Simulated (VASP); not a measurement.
Write the native input for VASP 6.6.1 that does the following.

| Quantity | Value |
| --- | --- |
| Task | electric field gradients |
| Functional | HSE06 |
| Dispersion | D3(BJ) |
| Potentials or basis | VASP PAW PBE potentials, release 64 (P) |
| Cutoff | 400 eV |
| k mesh | 6 × 6 × 6 |
| Occupations | methfessel-paxton, width 0.15 eV |
| Spin | no spin polarisation |
| Dipole correction | no |
| Grid for exact exchange (PRECFOCK) | Normal |
| Further INCAR settings | ALGO = Normal; EDIFF = 1e-08; NBANDS = 12 |
| Share of exact exchange | 0.25 |
| Screening parameter | 0.2079 1/Å |

P:

```xyz
2
Lattice="1.7257 0.9963 3.1297 -1.7257 0.9963 3.1297 0.0000 -1.9927 3.1297" Properties=species:S:1:pos:R:3 pbc="T T T"
P     0.0000    0.0000    7.2570
P     0.0000    0.0000    2.1321
```

The input as run:

POSCAR

```
P
1.0
    1.7257251800      0.9963478972      3.1296800133
   -1.7257251800      0.9963478972      3.1296800133
    0.0000000000     -1.9926957944      3.1296800133
P
2
Direct
    0.7729197500      0.7729197500      0.7729197500
    0.2270802500      0.2270802500      0.2270802500
```

INCAR.step1

```
SYSTEM = P
ALGO = Normal
EDIFF = 1E-5
ENCUT = 400
GGA = PE
GGA_COMPAT = .FALSE.
ISIF = 2
ISMEAR = 1
LASPH = .TRUE.
LCHARG = .FALSE.
LREAL = .FALSE.
LWAVE = .TRUE.
NBANDS = 12
NELM = 120
PREC = Accurate
SIGMA = 0.15
```

INCAR.step2

```
SYSTEM = P
ALGO = Normal
EDIFF = 1E-8
ENCUT = 400
GGA = PE
GGA_COMPAT = .FALSE.
HFSCREEN = 0.2079
ISIF = 2
ISMEAR = 1
ISTART = 1
IVDW = 12
LASPH = .TRUE.
LCHARG = .FALSE.
LEFG = .TRUE.
LHFCALC = .TRUE.
LREAL = .FALSE.
LWAVE = .FALSE.
NBANDS = 12
NELM = 120
PREC = Accurate
PRECFOCK = Normal
SIGMA = 0.15
VDW_A1 = 0.383
VDW_A2 = 5.685
VDW_S6 = 1.0
VDW_S8 = 2.31
```

KPOINTS

```
k-points
0
G
  6 6 6
  0 0 0
```

Potentials or basis: VASP PAW PBE potentials, release 64 (P).

Command:

```console
$ cat potpaw_PBE.64/P/POTCAR > POTCAR
$ cp INCAR.step1 INCAR
$ mpirun -np 1 vasp_std > vasp.out
$ cp INCAR.step2 INCAR
$ mpirun -np 1 vasp_std > vasp.out
```

It gave:

```json
{"Pressure": "-6.9 GPa", "Largest force": "0.352 eV/Å", "Band gap on the k mesh": "zero (bands 5 and 6 overlap by 0.48 eV)", "Largest electric field gradient by atom": "P -34.3 V/Å²", "Dispersion energy per atom": "-0.472 eV"}
```

Caveat: the k points lie up to 0.37 Å⁻¹ apart; without QUAD_EFG the Cq values of the log hold for a quadrupole moment of 1 mb, not for the nuclei; the PAW data sets were made with another functional, which shifts forces and pressure a little.

It took 42 min on 1 thread of Intel(R) Xeon(R) Platinum 8259CL CPU @ 2.50GHz (Skylake/Cascade Lake), with other jobs on the host, peak memory 0.24 GiB.
